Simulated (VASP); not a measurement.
# Ga7As (Fm-3m) in VASP: settings compared

The runs below take Ga7As through single point, with PBE, r2SCAN.

All numbers are computed with VASP 6.6.1; they aren't measurements. Logs are shortened: lines on timing, memory, paths and dates and some standing lists are left out, and cuts for length are marked.

### 1 The cell of the first run

The structure is cubic, space group Fm-3m (No. 225). The conventional cell has a = 8.497 Å, b = 8.497 Å, c = 8.497 Å, α = 90.00°, β = 90.00°, γ = 90.00°. Within 4.0 Å of Ga (site symmetry m-3m) lie 12 Ga at 3.00 Å. Ga (site symmetry mmm) has 10 Ga at 3.00 Å and 2 As at 3.00 Å within 4.0 Å. As (site symmetry m-3m) has 12 Ga at 3.00 Å within 4.0 Å.

### 2 Single point, PBE

The input, INCAR:

```
PREC = Accurate
ENCUT = 520
EDIFF = 1E-7
ISMEAR = 0
SIGMA = 0.1
LREAL = F
LASPH = T
NELM = 100
ALGO = Fast
ISIF = 2
LWAVE = F
LCHARG = F
GGA = PE
NBANDS = 58
```

The input, KPOINTS:

```
Automatic mesh
0
Gamma
  6 6 6
```

The input, POSCAR:

```
Ga7As
1.0
    0.0000000000      4.2486592015      4.2486592015
    4.2486592015      0.0000000000      4.2486592015
    4.2486592015      4.2486592015      0.0000000000
Ga As
7 1
Direct
    0.5000000000      0.5000000000      0.5000000000
    0.0000000000      0.0000000000      0.5000000000
    0.5000000000      0.0000000000      0.5000000000
    0.0000000000      0.5000000000      0.5000000000
    0.5000000000      0.5000000000      0.0000000000
    0.0000000000      0.5000000000      0.0000000000
    0.5000000000      0.0000000000      0.0000000000
    0.0000000000      0.0000000000      0.0000000000
```

Potentials or basis: VASP PAW PBE potentials, release 64 (Ga_d, As).

Launch:

```bash
> cat potpaw_PBE.64/Ga_d/POTCAR potpaw_PBE.64/As/POTCAR > POTCAR
> mpirun -np 1 vasp_std > vasp.out
```

OUTCAR:

```text
PREC = Accurate
   ENCUT = 520
   EDIFF = 1E-7
   ISMEAR = 0
   LREAL = F
   LASPH = T
   NELM = 100
   ISIF = 2
   GGA = PE

 ion  position               nearest neighbor table
   1  0.500  0.500  0.500-
   2  0.000  0.000  0.500-
   3  0.500  0.000  0.500-
   4  0.000  0.500  0.500-
   5  0.500  0.500  0.000-
   6  0.000  0.500  0.000-
   7  0.500  0.000  0.000-
   8  0.000  0.000  0.000-

  LATTYP: Found a face centered cubic cell.
 ALAT       =     8.4973184030

  Lattice vectors:

 A1 = (   0.0000000000,   4.2486592015,   4.2486592015)
 A2 = (   4.2486592015,   0.0000000000,   4.2486592015)
 A3 = (   4.2486592015,   4.2486592015,   0.0000000000)

Analysis of symmetry for initial positions (statically):
=====================================================================
 Subroutine PRICEL returns:
 Original cell was already a primitive cell.

 Routine SETGRP: Setting up the symmetry group for a
 face centered cubic supercell.

 Subroutine GETGRP returns: Found 48 space group operations
 (whereof 48 operations were pure point group operations)
 out of a pool of 48 trial point group operations.

The static configuration has the point symmetry O_h .

Analysis of symmetry for dynamics (positions and initial velocities):
=====================================================================
 Subroutine PRICEL returns:
 Original cell was already a primitive cell.

 Routine SETGRP: Setting up the symmetry group for a
 face centered cubic supercell.

 Subroutine GETGRP returns: Found 48 space group operations
 (whereof 48 operations were pure point group operations)
 out of a pool of 48 trial point group operations.

The dynamic configuration has the point symmetry O_h .

 Subroutine INISYM returns: Found 48 space group operations
 (whereof 48 operations are pure point group operations),
 and found     1 'primitive' translations

----------------------------------------------------------------------------------------

                                     Primitive cell

  volume of cell :     153.3860

  direct lattice vectors                    reciprocal lattice vectors
     0.000000000  4.248659201  4.248659201    -0.117684186  0.117684186  0.117684186
     4.248659201  0.000000000  4.248659201     0.117684186 -0.117684186  0.117684186
     4.248659201  4.248659201  0.000000000     0.117684186  0.117684186 -0.117684186

  length of vectors
     6.008511465  6.008511465  6.008511465     0.203834990  0.203834990  0.203834990

  position of ions in fractional coordinates (direct lattice)
     0.500000000  0.500000000  0.500000000
     0.000000000  0.000000000  0.500000000
     0.500000000  0.000000000  0.500000000
     0.000000000  0.500000000  0.500000000
     0.500000000  0.500000000  0.000000000
     0.000000000  0.500000000  0.000000000
     0.500000000  0.000000000  0.000000000
     0.000000000  0.000000000  0.000000000

  ion indices of the primitive-cell ions
   primitive index   ion index
                 1           1
                 2           2
                 3           3
                 4           4
                 5           5
                 6           6
                 7           7
                 8           8

----------------------------------------------------------------------------------------

 KPOINTS: Automatic mesh

Automatic generation of k-mesh.
 Grid dimensions read from file:
 generate k-points for:    6    6    6

 Generating k-lattice:

  Cartesian coordinates                     Fractional coordinates (reciprocal lattice)
    -0.019614031  0.019614031  0.019614031     0.166666667  0.000000000  0.000000000
     0.019614031 -0.019614031  0.019614031     0.000000000  0.166666667  0.000000000
     0.019614031  0.019614031 -0.019614031     0.000000000  0.000000000  0.166666667

  Length of vectors
     0.033972498  0.033972498  0.033972498

  Shift w.r.t. Gamma in fractional coordinates (k-lattice)
     0.000000000  0.000000000  0.000000000

 Subroutine IBZKPT returns following result:
 ===========================================

 Found     16 irreducible k-points:

 Following reciprocal coordinates:
            Coordinates               Weight
  0.000000  0.000000  0.000000      1.000000
  0.166667  0.000000  0.000000      8.000000
  0.333333  0.000000  0.000000      8.000000
  0.500000  0.000000  0.000000      4.000000
  0.166667  0.166667  0.000000      6.000000
  0.333333  0.166667  0.000000     24.000000
[... 8 lines left out ...]
 -0.333333  0.333333  0.166667     24.000000
 -0.333333  0.500000  0.166667     12.000000
   k-points           NKPTS =     16   k-points in BZ     NKDIM =     16   number of bands    NBANDS=     58
   number of dos      NEDOS =    301   number of ions     NIONS =      8
   total plane-waves  NPLWV = 110592
   dimension x,y,z NGX =    48 NGY =   48 NGZ =   48
   dimension x,y,z NGXF=    96 NGYF=   96 NGZF=   96
   ions per type =               7   1
   NGX,Y,Z   is equivalent  to a cutoff of  13.28, 13.28, 13.28 a.u.
   NGXF,Y,Z  is equivalent  to a cutoff of  26.56, 26.56, 26.56 a.u.
 SYSTEM =  unknown system
   PREC   = accura    normal or accurate (medium, high low for compatibility)
   ISTART =      0    job   : 0-new  1-cont  2-samecut
   ICHARG =      2    charge: 1-file 2-atom 10-const
   ISPIN  =      1    spin polarized calculation?
   LNONCOLLINEAR =      F non collinear calculations
   LSORBIT =      F    spin-orbit coupling
   LASPH  =      T    aspherical Exc in radial PAW
   ENCUT  =  520.0 eV  38.22 Ry    6.18 a.u.  11.17 11.17 11.17*2*pi/ulx,y,z
   NELM   =    100;   NELMIN=  2; NELMDL= -5     # of ELM steps
   EDIFF  = 0.1E-06   stopping-criterion for ELM
   LREAL  =      F    real-space projection
   EDIFFG = 0.1E-05   stopping-criterion for IOM
   NSW    =      0    number of steps for IOM
   IBRION =     -1    ionic relax: 0-MD 1-quasi-New 2-CG
   NFREE  =      0    steps in history (QN), initial steepest desc. (CG)
   ISIF   =      2    stress and relaxation
   ISYM   =      2    0-nonsym 1-usesym 2-fastsym
   POTIM  = 0.5000    time-step for ionic-motion
   TEBEG  =    0.0;   TEEND  =   0.0 temperature during run
   PSTRESS=    0.0 pullay stress
   NELECT =      96.0000    total number of electrons
   NUPDOWN=      -1.0000    fix difference up-down
   EMIN   =  10.00;   EMAX   =-10.00  energy-range for DOS
   EFERMI =   0.00;   METHOD = LEGACY
   ISMEAR =     0;   SIGMA  =   0.10  broadening in eV -4-tet -1-fermi 0-gaus
   EFERMI_NEDOS =   21; number of points for ismear=-14 and -15
   IALGO  =     68    algorithm
   IMIX   =      4    mixing-type and parameters
     AMIX     =   0.40;   BMIX     =  1.00
     AMIX_MAG =   1.60;   BMIX_MAG =  1.00
  volume/ion in A,a.u.               =      19.17       129.39
  Fermi-wavevector in a.u.,A,eV,Ry     =   1.400350  2.646278 26.680765  1.960981
  Thomas-Fermi vector in A             =   2.523319
   LORBIT       =      0    0 simple, 1 ext, 2 COOP (PROOUT), +10 PAW based schemes
   GGA     = PE    functional components
   LHFCALC =     F    Hartree Fock is set to
   AEXX    =    0.0000 exact exchange contribution
   IVDW    =     0    specifies the selected vdW correction
   LEPSILON=     F    determine dielectric tensor
   LRPA    =     F    only Hartree local field effects (RPA)
 non-spin polarized calculation
 RMM-DIIS sequential band-by-band and
 Gauss-broadening in eV      SIGMA  =   0.10
  energy-cutoff  :      520.00
  volume of cell :      153.39
 maximum number of plane-waves:      4152
 NGX is ok and might be reduce to    48
   NGX = 23   NGY = 23   NGZ = 23

 number of electron      96.0000068 magnetization

 Free energy of the ion-electron system (eV)
  ---------------------------------------------------
  ext. energy  EPLUGINS =         0.00000000
  ---------------------------------------------------
  free energy    TOTEN  =       -24.71042908 eV

  energy without entropy =      -24.69028706  energy(sigma->0) =      -24.70035807

 E-fermi :   5.5998     XC(G=0): -10.9107

 val. band max:        5.5967765179   @ k =   0.1667   0.1667   0.0000
 cond. band min:       5.6721576433   @ k =  -0.1667   0.1667   0.0000
 fundamental gap:      0.0753811255
 Fermi energy:         5.5997797104

 k-point     1 :       0.0000    0.0000    0.0000
  band No.  band energies     occupation
      1      -9.5224      2.00000
      2      -9.5224      2.00000
      3      -9.5224      2.00000
      4      -9.4861      2.00000
      5      -9.4758      2.00000
      6      -9.4758      2.00000
[... 50 lines left out ...]
     57      13.0859      0.00000
     58      13.5035      0.00000

 k-point     2 :       0.1667    0.0000    0.0000
  band No.  band energies     occupation
      1      -9.5110      2.00000
      2      -9.5110      2.00000
      3      -9.5101      2.00000
      4      -9.4702      2.00000
      5      -9.4657      2.00000
      6      -9.4657      2.00000
[... 50 lines left out ...]
     57      12.2863      0.00000
     58      13.6297      0.00000

 k-point     3 :       0.3333    0.0000    0.0000
  band No.  band energies     occupation
      1      -9.4890      2.00000
      2      -9.4890      2.00000
      3      -9.4820      2.00000
      4      -9.4355      2.00000
      5      -9.4355      2.00000
      6      -9.4328      2.00000
[... 728 lines left out ...]
      3      -9.4293      2.00000
      4      -9.4164      2.00000
      5      -9.4154      2.00000
      6      -9.3997      2.00000
[... 50 lines left out ...]
     57       9.5818      0.00000
     58       9.8805      0.00000

 k-point    16 :      -0.3333    0.5000    0.1667
  band No.  band energies     occupation
      1      -9.4572      2.00000
      2      -9.4289      2.00000
      3      -9.4231      2.00000
      4      -9.4187      2.00000
      5      -9.4152      2.00000
      6      -9.4024      2.00000
[... 50 lines left out ...]
     57       9.1605      0.00000
     58       9.7861      0.00000

------------------------ aborting loop because EDIFF is reached ----------------------------------------

  FORCE on cell =-STRESS in cart. coord.  units (eV):
  Direction    XX          YY          ZZ          XY          YZ          ZX
  --------------------------------------------------------------------------------------
  -------------------------------------------------------------------------------------
  Total        0.0813877      0.0813877      0.0813877      0.0000000      0.0000000     -0.0000000
  in kB        0.8501272      0.8501272      0.8501272      0.0000000      0.0000000     -0.0000000
  external PRESSURE =       0.8501272 kB  Pullay stress =       0.0000000 kB

 VOLUME and BASIS-vectors are now :
 -----------------------------------------------------------------------------
  energy-cutoff  :      520.00
  volume of cell :      153.39
      direct lattice vectors                 reciprocal lattice vectors
     0.000000000  4.248659201  4.248659201    -0.117684186  0.117684186  0.117684186
     4.248659201  0.000000000  4.248659201     0.117684186 -0.117684186  0.117684186
     4.248659201  4.248659201  0.000000000     0.117684186  0.117684186 -0.117684186

 POSITION                                       TOTAL-FORCE (eV/Angst)
 -----------------------------------------------------------------------------------
      4.24866      4.24866      4.24866         0.000000      0.000000      0.000000
      2.12433      2.12433      0.00000        -0.000000     -0.000000     -0.000000
      2.12433      4.24866      2.12433        -0.000000     -0.000000     -0.000000
      4.24866      2.12433      2.12433         0.000000      0.000000      0.000000
      2.12433      2.12433      4.24866        -0.000000     -0.000000      0.000000
      2.12433      0.00000      2.12433         0.000000      0.000000      0.000000
      0.00000      2.12433      2.12433        -0.000000     -0.000000      0.000000
      0.00000      0.00000      0.00000         0.000000      0.000000      0.000000
 -----------------------------------------------------------------------------------
    total drift:                                0.000000      0.000000      0.000000

  FREE ENERGIE OF THE ION-ELECTRON SYSTEM (eV)
  ---------------------------------------------------
  free  energy   TOTEN  =       -24.7104290794 eV

  energy  without entropy=      -24.6902870554  energy(sigma->0) =      -24.70035807
```

Wall time 1.7 min (1 thread of Intel Xeon 6975P-C (Granite Rapids), shared host); peak memory 0.36 GiB.

What came out:

| Property | Result |
| --- | --- |
| Free energy | -24.7104 eV |
| Pressure | 0.1 GPa |
| Band gap on the k mesh | zero (band 48 reaches 6.36 eV, above the bottom of band 49 at 3.08 eV) |

(Continued in part 2 of 2.)
